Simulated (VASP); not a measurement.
# Ta (I4_1/amd) in VASP: notebook

Ta is run at these levels: PBE; tasks: single point.

Program: VASP 6.6.1. These are calculated values, not measurements. Logs are shortened: lines on timing, memory, paths and dates and some standing lists are left out, and cuts for length are marked.

## Step 1: The cell of the first run

The structure is tetragonal, space group I4_1/amd (No. 141). The conventional cell has a = 4.421 Å, b = 4.421 Å, c = 2.417 Å, α = 90.00°, β = 90.00°, γ = 90.00°. Within 3.0 Å of Ta (site symmetry -4m2) lie 10 Ta at 2.29 to 2.86 Å.

## Step 2: Single point, PBE (11.81 Å³/atom)

File INCAR:

```
SYSTEM = Ta
PREC = Accurate
ENCUT = 520
EDIFF = 1E-7
ISMEAR = -1
SIGMA = 0.1
LREAL = .FALSE.
LASPH = .TRUE.
NELM = 80
ALGO = Normal
ISIF = 2
LWAVE = .FALSE.
LCHARG = .FALSE.
GGA = PE
NBANDS = 18
```

File KPOINTS:

```
Automatic mesh
0
G
  17 17 17
  0 0 0
```

File POSCAR:

```
Ta
1.0
   -2.2103386446      2.2103386446      1.2087069720
    2.2103386446     -2.2103386446      1.2087069720
    2.2103386446      2.2103386446     -1.2087069720
Ta
2
Direct
   -0.3750000000     -0.1250000000     -0.2500000000
    0.3750000000      0.1250000000      0.2500000000
```

Potentials or basis: VASP PAW PBE potentials, release 64 (Ta_pv).

On the command line:

```
$ cat potpaw_PBE.64/Ta_pv/POTCAR > POTCAR
$ mpirun -np 1 vasp_std > vasp.out
```

OUTCAR:

```text
SYSTEM = Ta
   PREC = Accurate
   ENCUT = 520
   EDIFF = 1E-7
   ISMEAR = -1
   LREAL = .FALSE.
   LASPH = .TRUE.
   NELM = 80
   ISIF = 2
   GGA = PE

 ion  position               nearest neighbor table
   1  0.625  0.875  0.750-   2 2.29   2 2.29   2 2.29   2 2.29   2 2.86   2 2.86   2 2.86   2 2.86

   2  0.375  0.125  0.250-   1 2.29   1 2.29   1 2.29   1 2.29   1 2.86   1 2.86   1 2.86   1 2.86

  LATTYP: Found a body centered tetragonal cell.
 ALAT       =     4.4206772892
 C/A-ratio  =     0.5468424374

  Lattice vectors:

 A1 = (  -2.2103386446,   2.2103386446,   1.2087069720)
 A2 = (   2.2103386446,  -2.2103386446,   1.2087069720)
 A3 = (   2.2103386446,   2.2103386446,  -1.2087069720)

Analysis of symmetry for initial positions (statically):
=====================================================================
 Subroutine PRICEL returns:
 Original cell was already a primitive cell.

 Routine SETGRP: Setting up the symmetry group for a
 body centered tetragonal supercell.

 Subroutine GETGRP returns: Found 16 space group operations
 (whereof  4 operations were pure point group operations)
 out of a pool of 16 trial point group operations.

The static configuration has the point symmetry C_2h.
 The point group associated with its full space group is D_4h.

Analysis of symmetry for dynamics (positions and initial velocities):
=====================================================================
 Subroutine PRICEL returns:
 Original cell was already a primitive cell.

 Routine SETGRP: Setting up the symmetry group for a
 body centered tetragonal supercell.

 Subroutine GETGRP returns: Found 16 space group operations
 (whereof  4 operations were pure point group operations)
 out of a pool of 16 trial point group operations.

The dynamic configuration has the point symmetry C_2h.
 The point group associated with its full space group is D_4h.

 Subroutine INISYM returns: Found 16 space group operations
 (whereof  4 operations are pure point group operations),
 and found     1 'primitive' translations

----------------------------------------------------------------------------------------

                                     Primitive cell

  volume of cell :      23.6210
[... 82 lines left out ...]
   ICHARG =      2    charge: 1-file 2-atom 10-const
   ISPIN  =      1    spin polarized calculation?
   LNONCOLLINEAR =      F non collinear calculations
   LSORBIT =      F    spin-orbit coupling
   LASPH  =      T    aspherical Exc in radial PAW
   ENCUT  =  520.0 eV  38.22 Ry    6.18 a.u.   6.23  6.23  6.23*2*pi/ulx,y,z
   NELM   =     80;   NELMIN=  2; NELMDL= -5     # of ELM steps
   EDIFF  = 0.1E-06   stopping-criterion for ELM
   LREAL  =      F    real-space projection
   EDIFFG = 0.1E-05   stopping-criterion for IOM
   NSW    =      0    number of steps for IOM
   IBRION =     -1    ionic relax: 0-MD 1-quasi-New 2-CG
   NFREE  =      0    steps in history (QN), initial steepest desc. (CG)
   ISIF   =      2    stress and relaxation
   ISYM   =      2    0-nonsym 1-usesym 2-fastsym
   POTIM  = 0.5000    time-step for ionic-motion
   TEBEG  =    0.0;   TEEND  =   0.0 temperature during run
   PSTRESS=    0.0 pullay stress
   NELECT =      22.0000    total number of electrons
   NUPDOWN=      -1.0000    fix difference up-down
   EMIN   =  10.00;   EMAX   =-10.00  energy-range for DOS
   EFERMI =   0.00;   METHOD = LEGACY
   ISMEAR =    -1;   SIGMA  =   0.10  broadening in eV -4-tet -1-fermi 0-gaus
   EFERMI_NEDOS =   21; number of points for ismear=-14 and -15
   IALGO  =     38    algorithm
   IMIX   =      4    mixing-type and parameters
     AMIX     =   0.40;   BMIX     =  1.00
     AMIX_MAG =   1.60;   BMIX_MAG =  1.00
  volume/ion in A,a.u.               =      11.81        79.70
  Fermi-wavevector in a.u.,A,eV,Ry     =   1.598758  3.021215 34.776878  2.556028
  Thomas-Fermi vector in A             =   2.696158
   LORBIT       =      0    0 simple, 1 ext, 2 COOP (PROOUT), +10 PAW based schemes
   GGA     = PE    functional components
   LHFCALC =     F    Hartree Fock is set to
   AEXX    =    0.0000 exact exchange contribution
   IVDW    =     0    specifies the selected vdW correction
   LEPSILON=     F    determine dielectric tensor
   LRPA    =     F    only Hartree local field effects (RPA)
 non-spin polarized calculation
  energy-cutoff  :      520.00
  volume of cell :       23.62
 maximum number of plane-waves:       658
 NGX is ok and might be reduce to    28
   NGX = 13   NGY = 13   NGZ = 13

 number of electron      22.0000001 magnetization

 Free energy of the ion-electron system (eV)
  ---------------------------------------------------
  ext. energy  EPLUGINS =         0.00000000
  ---------------------------------------------------
  free energy    TOTEN  =       -15.04211047 eV

  energy without entropy =      -15.00061105  energy(sigma->0) =      -15.02136076

 E-fermi :  10.3294     XC(G=0): -14.8731

 val. band max:       10.3290164617   @ k =  -0.3529  -0.3529   0.3529
 cond. band min:      10.3294903249   @ k =   0.2941   0.2353   0.1176
 fundamental gap:      0.0004738631
 Fermi energy:        10.3293786636

 k-point     1 :       0.0000    0.0000    0.0000
  band No.  band energies     occupation
      1     -25.9835      2.00000
      2     -25.9835      2.00000
      3     -22.1626      2.00000
      4     -22.1088      2.00000
      5     -21.9131      2.00000
      6     -21.9131      2.00000
[... 481 lines left out ...]
      5     -22.0120      2.00000
      6     -21.8824      2.00000
[... 10 lines left out ...]
     17      20.5725      0.00000
     18      21.6115      0.00000

 [... further k-points ...]

------------------------ aborting loop because EDIFF is reached ----------------------------------------

  FORCE on cell =-STRESS in cart. coord.  units (eV):
  Direction    XX          YY          ZZ          XY          YZ          ZX
  --------------------------------------------------------------------------------------
  -------------------------------------------------------------------------------------
  Total       32.6204282     32.6204282     32.5241162      0.0000000      0.0000000      0.0000000
  in kB     2212.5932759   2212.5932759   2206.0605792      0.0000000      0.0000000      0.0000000
  external PRESSURE =    2210.4157104 kB  Pullay stress =       0.0000000 kB

 VOLUME and BASIS-vectors are now :
 -----------------------------------------------------------------------------
  energy-cutoff  :      520.00
  volume of cell :       23.62
      direct lattice vectors                 reciprocal lattice vectors
    -2.210338645  2.210338645  1.208706972     0.000000000  0.226209681  0.413665191
     2.210338645 -2.210338645  1.208706972     0.226209681  0.000000000  0.413665191
     2.210338645  2.210338645 -1.208706972     0.226209681  0.226209681  0.000000000

 POSITION                                       TOTAL-FORCE (eV/Angst)
 -----------------------------------------------------------------------------------
      2.21034      1.10517      0.90653        -0.000000      0.000000     -0.000000
      0.00000      1.10517      0.30218         0.000000     -0.000000      0.000000
 -----------------------------------------------------------------------------------
    total drift:                                0.000000      0.000000     -0.000000

  FREE ENERGIE OF THE ION-ELECTRON SYSTEM (eV)
  ---------------------------------------------------
  free  energy   TOTEN  =       -15.0421104663 eV

  energy  without entropy=      -15.0006110463  energy(sigma->0) =      -15.02136076
```

Run time: 82 s. Hardware: 1 thread of Intel Xeon 6975P-C (Granite Rapids), shared host; peak memory 0.27 GiB.

Results:

```
Free energy            : -15.0421 eV
Pressure               : 221.0 GPa
Band gap on the k mesh : zero (bands 11 and 12 overlap by 2.37 eV)
```

Caveat: the cell stands under pressure; spin-orbit coupling is left out, which moves the levels of the heavy elements.

## Step 3: Single point, PBE (11.81 Å³/atom)

File INCAR:

```
ALGO = Normal ; EDIFF = 1E-6
ENCUT = 520 ; GGA = PE
ISIF = 2 ; ISMEAR = -1
LASPH = T ; LCHARG = T
LELF = T ; LREAL = F
LVHAR = T ; LWAVE = F
NBANDS = 18 ; NELM = 100
PREC = Accurate ; SIGMA = 0.1
```

File KPOINTS:

```
k-points
0
Gamma
  17 17 17
```

POSCAR is that of step 2.

Potentials or basis: VASP PAW PBE potentials, release 64 (Ta_pv).

On the command line:

```
$ cat potpaw_PBE.64/Ta_pv/POTCAR > POTCAR
$ mpirun -np 1 vasp_std > vasp.out
```

Wall time 84 s (1 thread of Intel Xeon 6975P-C (Granite Rapids), shared host); peak memory 0.27 GiB.

It converged, with:

* Free energy: -15.0421 eV
* Pressure: 221.0 GPa
* Band gap on the k mesh: zero (bands 11 and 12 overlap by 2.37 eV)

Stress tensor (GPa, compression positive):
```
221.26   0.00   0.00
  0.00 221.26   0.00
  0.00   0.00 220.61
```

Levels at points of the mesh, in eV from the Fermi level:
```
           k point  band 8  band 9  band 10  band 11  band 12  band 13  band 14  band 15
(0.00, 0.00, 0.00)   -9.02   -4.95    -4.21    -2.85     3.38     3.38     3.85     3.85
```

Caveat: the cell stands under pressure; spin-orbit coupling is left out, which moves the levels of the heavy elements.

## Step 4: Single point, PBE (13.39 Å³/atom)

This run uses another cell than the first one, of 13.39 Å³/atom.

File INCAR:

```
ALGO = Normal
EDIFF = 1E-7
ENCUT = 520
GGA = PE
ISIF = 2
ISMEAR = -1
LASPH = T
LCHARG = F
LREAL = F
LWAVE = F
NBANDS = 18
NELM = 60
PREC = Accurate
SIGMA = 0.1
```

KPOINTS is that of step 3.

File POSCAR:

```
Ta
1.0
   -2.3068004310      2.3068004310      1.2576977249
    2.3068004310     -2.3068004310      1.2576977249
    2.3068004310      2.3068004310     -1.2576977249
Ta
2
Direct
   -0.3750000000     -0.1250000000     -0.2500000000
    0.3750000000      0.1250000000      0.2500000000
```

On the command line:

```
$ cat potpaw_PBE.64/Ta_pv/POTCAR > POTCAR
$ mpirun -np 1 vasp_std > vasp.out
```

Run time: 95 s. Hardware: 1 thread of Intel Xeon 6975P-C (Granite Rapids), shared host; peak memory 0.28 GiB.

The run converged. Its results:

- Free energy: -18.4150 eV
- Pressure: 129.8 GPa
- Band gap on the k mesh: zero (bands 11 and 12 overlap by 2.00 eV)

Stress tensor (GPa, compression positive):
```
130.01   0.00   0.00
  0.00 130.01   0.00
  0.00   0.00 129.51
```

Levels at points of the mesh, in eV from the Fermi level:
```tsv
k point	band 7	band 8	band 9	band 10	band 11	band 12	band 13	band 14	band 15	band 16
(0.00, 0.00, 0.00)	-9.38	-7.54	-4.13	-3.57	-2.23	3.45	3.45	3.78	3.78	9.50
```

Caveat: the cell stands under pressure; spin-orbit coupling is left out, which moves the levels of the heavy elements.

## Step 5: Single point, PBE

This run uses another cell than the first one, of 14.96 Å³/atom.

File INCAR:

```
SYSTEM = Ta
ALGO = Normal ; EDIFF = 1E-7
ENCUT = 520 ; GGA = PE
ISIF = 2 ; ISMEAR = -1
LASPH = .True. ; LCHARG = .True.
LELF = .True. ; LREAL = .False.
LVHAR = .True. ; LWAVE = .False.
NBANDS = 18 ; NELM = 80
PREC = Accurate ; SIGMA = 0.1
```

File KPOINTS:

```
k-points
0
Gamma
  17 17 17
  0 0 0
```

File POSCAR:

```
Ta
1.0
   -2.3979977348      2.3979977348      1.3007788462
    2.3979977348     -2.3979977348      1.3007788462
    2.3979977348      2.3979977348     -1.3007788462
Ta
2
Direct
   -0.3750000000     -0.1250000000     -0.2500000000
    0.3750000000      0.1250000000      0.2500000000
```

On the command line:

```
$ cat potpaw_PBE.64/Ta_pv/POTCAR > POTCAR
$ mpirun -np 1 vasp_std > vasp.out
```

Wall time 99 s (1 thread of Intel Xeon 6975P-C (Granite Rapids), shared host); peak memory 0.3 GiB.

Results (log left out):

```yaml
Free_energy: -20.3805 eV
Pressure: 74.3 GPa
Band_gap_on_the_k_mesh: zero (bands 11 and 12 overlap by 1.62 eV)
```

Stress tensor (GPa, compression positive):
```
74.45  0.00  0.00
 0.00 74.45  0.00
 0.00  0.00 74.14
```

Levels at points of the mesh, in eV from the Fermi level:
| k point | band 9 | band 10 | band 11 | band 12 | band 13 | band 14 |
| --- | --- | --- | --- | --- | --- | --- |
| (0.00, 0.00, 0.00) | -3.50 | -3.08 | -1.79 | 3.48 | 3.48 | 3.70 |

Caveat: the cell stands under pressure; spin-orbit coupling is left out, which moves the levels of the heavy elements.

## Step 6: The runs side by side

| cell | gap on the mesh (eV) | pressure (GPa) |
| --- | --- | --- |
| a = 3.351 Å, angles 97.5, 97.5, 137.7°, 2 atoms | none | 221.0 |
| a = 3.496 Å, angles 97.4, 97.4, 137.8°, 2 atoms | none | 129.8 |
| a = 3.632 Å, angles 97.4, 97.4, 138.0°, 2 atoms | none | 74.3 |

Alike in all rows: task single point; level PBE; potentials or basis VASP PAW PBE potentials, release 64 (Ta_pv); no spin polarisation; k mesh 17 × 17 × 17; cutoff (eV) 520; smearing fermi-dirac 0.1 eV.

Caveats: the cell stands under pressure; spin-orbit coupling is left out, which moves the levels of the heavy elements.

Total energies depend on the potentials used, so only differences within one code and one set of settings carry meaning.
